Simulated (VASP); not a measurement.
Runs of VASP 6.6.1 on Pt. The structure is that of space group Fm-3m (No. 225), or close to it. The cells are those of the table. 

```csv
cell,gap on the mesh (eV),pressure (GPa)
"a = 2.748, b = 2.748, c = 2.727 Å, angles 60.3, 60.3, 59.5°, 1 atom",none,9.7
"a = 2.769, b = 2.769, c = 2.810 Å, angles 59.5, 59.5, 61.0°, 1 atom",none,-3.8
"a = 2.790, b = 2.790, c = 2.810 Å, angles 59.8, 59.8, 60.5°, 1 atom",none,(b)
"a = 2.790, b = 2.790, c = 2.727 Å, angles 60.7, 60.7, 58.5°, 1 atom",none,0.6
"a = 2.686 Å, angles 60.0°, 1 atom",none,34.0
"a = 2.748, b = 2.748, c = 2.769 Å, angles 59.8, 59.8, 60.5°, 1 atom",none,4.8
"a = 2.811, b = 2.811, c = 2.769 Å, angles 60.5, 60.5, 59.0°, 1 atom",none,(a)
"a = 2.852 Å, angles 60.0°, 1 atom",none,-20.0
"a = 2.707, b = 2.707, c = 2.727 Å, angles 59.7, 59.7, 60.5°, 1 atom",none,20.9
"a = 2.749, b = 2.749, c = 2.686 Å, angles 60.8, 60.8, 58.5°, 1 atom",none,15.6
"a = 2.727 Å, angles 60.0°, 1 atom",none,15.0
"a = 2.728, b = 2.728, c = 2.769 Å, angles 59.5, 59.5, 61.0°, 1 atom",none,9.9
```

Alike in all rows: task single point; level PBEsol; potentials or basis VASP PAW PBE potentials, release 64 (Pt); no spin polarisation; k mesh 20 × 20 × 20; cutoff (eV) 520; smearing gaussian 0.15 eV.

Q: Fill in the values left out.

A: (a) -7.6; (b) -7.8.

Caveats: the PAW data sets were made with another functional, which shifts forces and pressure a little; spin-orbit coupling is left out, which moves the levels of the heavy elements.

A k mesh can miss the band edges, and the runs leave out spin-orbit coupling on Pt.

A gap of «none» marks levels without a gap at the run's occupations.
